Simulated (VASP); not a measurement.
Set up this calculation in VASP 6.6.1, as the native input.

| Quantity | Value |
| --- | --- |
| Task | single point |
| Functional | LDA |
| Potentials or basis | VASP PAW LDA potentials, release 64 (B, As) |
| Cutoff | 500 eV |
| k mesh | 10 × 10 × 10 |
| Occupations | gaussian, width 0.02 eV |
| Spin | no spin polarisation |
| Dipole correction | no |
| Further INCAR settings | ALGO = Normal; EDIFF = 1e-06; NBANDS = 11 |

The structure of BAs lies in POSCAR:

```
BAs
1.0
    0.0000000000      2.3662690287      2.3662690287
    2.3662690287      0.0000000000      2.3662690287
    2.3662690287      2.3662690287      0.0000000000
B As
1 1
Direct
    0.0000000000      0.0000000000      0.0000000000
    0.2500000000      0.2500000000      0.2500000000
```

One way to write it, as run:

INCAR

```
PREC     = Accurate       # precision mode
ENCUT    = 500            # plane-wave cutoff, eV
EDIFF    = 1E-6           # SCF threshold, eV
ISMEAR   = 0              # smearing method
SIGMA    = 0.02           # smearing width, eV
LREAL    = F              # projectors in reciprocal space
LASPH    = T              # aspherical terms in the spheres
NELM     = 120            # most SCF steps
ALGO     = Normal         # electronic algorithm
ISIF     = 2              # what is computed and relaxed
LWAVE    = F              # write WAVECAR
LCHARG   = F              # write CHGCAR
GGA      = CA             # functional
NBANDS   = 11             # bands
GGA_COMPAT= F
```

KPOINTS

```
regular mesh
0
Gamma
  10 10 10
```

Potentials or basis: VASP PAW LDA potentials, release 64 (B, As).

The run is started by

```bash
$ cat potpaw_LDA.64/B/POTCAR potpaw_LDA.64/As/POTCAR > POTCAR
$ mpirun -np 1 vasp_std > vasp.out
```

Results of the run:

- Pressure: 0.9 GPa
- Band gap on the k mesh: 1.10 eV, indirect (least direct gap 3.29 eV)

Run time: 3.8 s on 1 thread of Intel(R) Xeon(R) 6975P-C (Granite Rapids) (shared host), peak memory 0.13 GiB.
